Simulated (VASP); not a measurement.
Set up this calculation in VASP 6.6.1, as the native input.

```
Task                   : single point
Functional             : PBE
Potentials or basis    : VASP PAW PBE potentials, release 64 (Cr_pv)
Cutoff                 : 520 eV
k mesh                 : 10 × 10 × 10
Occupations            : fermi-dirac, width 0.05 eV
Spin                   : collinear spin, antiferromagnetic start
Starting moments       : [3.0, 3.0, -3.0, -3.0] μB
Dipole correction      : no
Further INCAR settings : ALGO = Normal; EDIFF = 1e-06; NBANDS = 36
```

The structure of Cr lies in POSCAR:

```
Cr
1.0
    2.7140000000      0.0000000000      0.0000000000
    0.0000000000      4.7007858918      0.0000000000
    1.3570000000      2.3503929459      4.4100000000
Cr
4
Direct
    0.8750000000      0.2083333334      0.2500000000
    0.3750000000      0.7083333334      0.2500000000
    0.1250000000      0.7916666666      0.7500000000
    0.6250000000      0.2916666666      0.7500000000
```

The input as run:

INCAR

```
SYSTEM = Cr
PREC = Accurate
ENCUT = 520
EDIFF = 1E-6
ISMEAR = -1
SIGMA = 0.05
LREAL = .False.
LASPH = .True.
NELM = 150
ALGO = Normal
ISIF = 2
LWAVE = .False.
LCHARG = .False.
ISPIN = 2
MAGMOM = 3 3 -3 -3
LORBIT = 11
LMAXMIX = 4
GGA = PE
NBANDS = 36
```

KPOINTS

```
Automatic mesh
0
Gamma
  10 10 10
  0 0 0
```

Potentials or basis: VASP PAW PBE potentials, release 64 (Cr_pv).

The run is started by

```bash
$ cat potpaw_PBE.64/Cr_pv/POTCAR > POTCAR
$ mpirun -np 1 vasp_std > vasp.out
```

It gave:

```yaml
Pressure: -12.4 GPa
Largest_force: 0.004 eV/Å
Band_gap_on_the_k_mesh: zero (filled and empty bands overlap)
Net_moment: 0.00 μB per cell
Site_moments: Cr +2.06, -2.06 μB
Valence_electrons_inside_the_program's_atomic_spheres: Cr 10.74
```

It took 22 min on 1 thread of Intel Xeon 8259CL, on a shared host, peak memory 0.52 GiB.
